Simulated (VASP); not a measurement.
# Si (Fm-3m) in VASP: notebook

Runs on Si. Level: PBE. Tasks: single point.

Program: VASP 6.6.1. These are calculated values, not measurements. Logs are shortened: lines on timing, memory, paths and dates and some standing lists are left out, and cuts for length are marked.

### 1 The cell of the first run

It takes space group Fm-3m (No. 225, cubic). The conventional cell has a = 3.272 Å, b = 3.272 Å, c = 3.272 Å, α = 90.00°, β = 90.00°, γ = 90.00°. Si (site symmetry m-3m) has 12 Si at 2.31 Å within 3.1 Å.

### 2 Single point, PBE

Contents of INCAR:

```
ALGO = Normal
EDIFF = 1E-6
ENCUT = 500
GGA = PE
GGA_COMPAT = False
ISIF = 2
ISMEAR = -1
LASPH = True
LCHARG = True
LELF = True
LREAL = False
LVHAR = True
LWAVE = False
NBANDS = 8
NELM = 120
PREC = Accurate
SIGMA = 0.1
```

Contents of KPOINTS:

```
k-points
0
Gamma
  15 15 15
```

Contents of POSCAR:

```
Si
1.0
    0.0000000000      1.6359088016      1.6359088016
    1.6359088016      0.0000000000      1.6359088016
    1.6359088016      1.6359088016      0.0000000000
Si
1
Direct
    0.0000000000      0.0000000000      0.0000000000
```

Potentials or basis: VASP PAW PBE potentials, release 64 (Si).

Command:

```console
$ cat potpaw_PBE.64/Si/POTCAR > POTCAR
$ mpirun -np 1 vasp_std > vasp.out
```

OUTCAR:

```text
EDIFF = 1E-6
   ENCUT = 500
   GGA = PE
   ISIF = 2
   ISMEAR = -1
   LASPH = True
   LREAL = False
   NELM = 120
   PREC = Accurate

 ion  position               nearest neighbor table
   1  0.000  0.000  0.000-

  LATTYP: Found a face centered cubic cell.
 ALAT       =     3.2718176032

  Lattice vectors:

 A1 = (   0.0000000000,   1.6359088016,   1.6359088016)
 A2 = (   1.6359088016,   0.0000000000,   1.6359088016)
 A3 = (   1.6359088016,   1.6359088016,   0.0000000000)

Analysis of symmetry for initial positions (statically):
=====================================================================
 Subroutine PRICEL returns:
 Original cell was already a primitive cell.

 Routine SETGRP: Setting up the symmetry group for a
 face centered cubic supercell.

 Subroutine GETGRP returns: Found 48 space group operations
 (whereof 48 operations were pure point group operations)
 out of a pool of 48 trial point group operations.

The static configuration has the point symmetry O_h .

Analysis of symmetry for dynamics (positions and initial velocities):
=====================================================================
 Subroutine PRICEL returns:
 Original cell was already a primitive cell.

 Routine SETGRP: Setting up the symmetry group for a
 face centered cubic supercell.

 Subroutine GETGRP returns: Found 48 space group operations
 (whereof 48 operations were pure point group operations)
 out of a pool of 48 trial point group operations.

The dynamic configuration has the point symmetry O_h .

 Subroutine INISYM returns: Found 48 space group operations
 (whereof 48 operations are pure point group operations),
 and found     1 'primitive' translations

----------------------------------------------------------------------------------------

                                     Primitive cell

  volume of cell :       8.7560

  direct lattice vectors                    reciprocal lattice vectors
     0.000000000  1.635908802  1.635908802    -0.305640510  0.305640510  0.305640510
     1.635908802  0.000000000  1.635908802     0.305640510 -0.305640510  0.305640510
     1.635908802  1.635908802  0.000000000     0.305640510  0.305640510 -0.305640510

  length of vectors
     2.313524414  2.313524414  2.313524414     0.529384892  0.529384892  0.529384892

  position of ions in fractional coordinates (direct lattice)
     0.000000000  0.000000000  0.000000000

  ion indices of the primitive-cell ions
   primitive index   ion index
                 1           1
[... 74 lines left out ...]
   EDIFFG = 0.1E-04   stopping-criterion for IOM
   NSW    =      0    number of steps for IOM
   IBRION =     -1    ionic relax: 0-MD 1-quasi-New 2-CG
   NFREE  =      0    steps in history (QN), initial steepest desc. (CG)
   ISIF   =      2    stress and relaxation
   ISYM   =      2    0-nonsym 1-usesym 2-fastsym
   POTIM  = 0.5000    time-step for ionic-motion
   TEBEG  =    0.0;   TEEND  =   0.0 temperature during run
   PSTRESS=    0.0 pullay stress
   NELECT =       4.0000    total number of electrons
   NUPDOWN=      -1.0000    fix difference up-down
   EMIN   =  10.00;   EMAX   =-10.00  energy-range for DOS
   EFERMI =   0.00;   METHOD = LEGACY
   ISMEAR =    -1;   SIGMA  =   0.10  broadening in eV -4-tet -1-fermi 0-gaus
   EFERMI_NEDOS =   21; number of points for ismear=-14 and -15
   IALGO  =     38    algorithm
   IMIX   =      4    mixing-type and parameters
     AMIX     =   0.40;   BMIX     =  1.00
     AMIX_MAG =   1.60;   BMIX_MAG =  1.00
  volume/ion in A,a.u.               =       8.76        59.09
  Fermi-wavevector in a.u.,A,eV,Ry     =   1.260837  2.382637 21.629330  1.589711
  Thomas-Fermi vector in A             =   2.394327
   LORBIT       =      0    0 simple, 1 ext, 2 COOP (PROOUT), +10 PAW based schemes
   GGA     = PE    functional components
   LHFCALC =     F    Hartree Fock is set to
   AEXX    =    0.0000 exact exchange contribution
   IVDW    =     0    specifies the selected vdW correction
   LEPSILON=     F    determine dielectric tensor
   LRPA    =     F    only Hartree local field effects (RPA)
 non-spin polarized calculation
  energy-cutoff  :      500.00
  volume of cell :        8.76
 maximum number of plane-waves:       229
 NGX is ok and might be reduce to    18
   NGX =  9   NGY =  9   NGZ =  9

 number of electron       4.0000000 magnetization

 Free energy of the ion-electron system (eV)
  ---------------------------------------------------
  ext. energy  EPLUGINS =         0.00000000
  ---------------------------------------------------
  free energy    TOTEN  =        -3.48835119 eV

  energy without entropy =       -3.47679970  energy(sigma->0) =       -3.48257544

 E-fermi :  18.2566     XC(G=0): -13.3488

 val. band max:       18.2134697871   @ k =  -0.4000   0.2667   0.0000
 cond. band min:      18.2965917912   @ k =  -0.4667   0.3333   0.0667
 fundamental gap:      0.0831220041
 Fermi energy:        18.2566196291

 k-point     1 :       0.0000    0.0000    0.0000
  band No.  band energies     occupation
      1      -1.6671      2.00000
      2      32.3601      0.00000
      3      32.3601      0.00000
      4      32.3601      0.00000
      5      36.9320      0.00000
      6      36.9320      0.00000
      7      36.9320      0.00000
      8      38.9584      0.00000
[... 243 lines left out ...]
 k-point    24 :       0.2000    0.1333    0.0000
  band No.  band energies     occupation
      1      -0.0552      2.00000
      2      25.2733      0.00000
      3      28.1919      0.00000
      4      29.5040      0.00000
      5      32.9039      0.00000
      6      35.5051      0.00000
      7      42.2292      0.00000
      8      42.6500      0.00000

 [... further k-points ...]

------------------------ aborting loop because EDIFF is reached ----------------------------------------

  FORCE on cell =-STRESS in cart. coord.  units (eV):
  Direction    XX          YY          ZZ          XY          YZ          ZX
  --------------------------------------------------------------------------------------
  -------------------------------------------------------------------------------------
  Total        6.7871092      6.7871092      6.7871092      0.0000000      0.0000000     -0.0000000
  in kB     1241.9043734   1241.9043734   1241.9043734      0.0000000      0.0000000     -0.0000000
  external PRESSURE =    1241.9043734 kB  Pullay stress =       0.0000000 kB

 VOLUME and BASIS-vectors are now :
 -----------------------------------------------------------------------------
  energy-cutoff  :      500.00
  volume of cell :        8.76
      direct lattice vectors                 reciprocal lattice vectors
     0.000000000  1.635908802  1.635908802    -0.305640510  0.305640510  0.305640510
     1.635908802  0.000000000  1.635908802     0.305640510 -0.305640510  0.305640510
     1.635908802  1.635908802  0.000000000     0.305640510  0.305640510 -0.305640510

 POSITION                                       TOTAL-FORCE (eV/Angst)
 -----------------------------------------------------------------------------------
      0.00000      0.00000      0.00000        -0.000000      0.000000      0.000000
 -----------------------------------------------------------------------------------
    total drift:                               -0.000000      0.000000      0.000000

  FREE ENERGIE OF THE ION-ELECTRON SYSTEM (eV)
  ---------------------------------------------------
  free  energy   TOTEN  =        -3.4883511903 eV

  energy  without entropy=       -3.4767996971  energy(sigma->0) =       -3.48257544
```

stdout:

```text
POSCAR found type information on POSCAR Si
 POSCAR found :  1 types and       1 ions
 scaLAPACK will be used
 LDA part: xc-table for (Slater+PW92), standard interpolation
 POSCAR, INCAR and KPOINTS ok, starting setup
 FFT: planning ... GRIDC
 FFT: planning ... GRID_SOFT
 FFT: planning ... GRID
 WAVECAR not read
 entering main loop
```

It used 13 s of CPU time on 1 thread of Intel Xeon 8259CL (shared host).

Results:

```yaml
Free_energy: -3.4884 eV
Pressure: 124.2 GPa
Band_gap_on_the_k_mesh: zero (band 2 reaches 32.36 eV, above the bottom of band 3 at 14.97 eV)
```

### 3 Single point, PBE

This run uses another cell than the first one, of 8.94 Å³/atom, 1.021 times its volume.

Contents of INCAR:

```
  ALGO = Normal
  EDIFF = 1E-6
  ENCUT = 500
  GGA = PE
  GGA_COMPAT = F
  ISIF = 2
  ISMEAR = -1
  LASPH = T
  LCHARG = F
  LREAL = F
  LWAVE = F
  NBANDS = 8
  NELM = 120
  PREC = Accurate
  SIGMA = 0.1
```

KPOINTS is that of step 2.

Contents of POSCAR:

```
Si
1.0
    0.0000000000      1.6474296657      1.6474296657
    1.6474296657      0.0000000000      1.6474296657
    1.6474296657      1.6474296657      0.0000000000
Si
1
Direct
    0.0000000000      0.0000000000      0.0000000000
```

Potentials or basis: VASP PAW PBE potentials, release 64 (Si).

Command:

```console
$ cat potpaw_PBE.64/Si/POTCAR > POTCAR
$ mpirun -np 1 vasp_std > vasp.out
```

It took 18 s on 1 thread of Intel Xeon 8259CL, shared host; peak memory 0.11 GiB.

It converged, with:

```yaml
Free_energy: -3.6262 eV
Pressure: 113.1 GPa
Band_gap_on_the_k_mesh: zero (band 2 reaches 31.86 eV, above the bottom of band 3 at 14.66 eV)
```

Levels at points of the mesh, in eV from the Fermi level:
```
           k point  band 1  band 2  band 3  band 4  band 5
(0.00, 0.00, 0.00)  -19.68   13.98   13.98   13.98   18.28
```
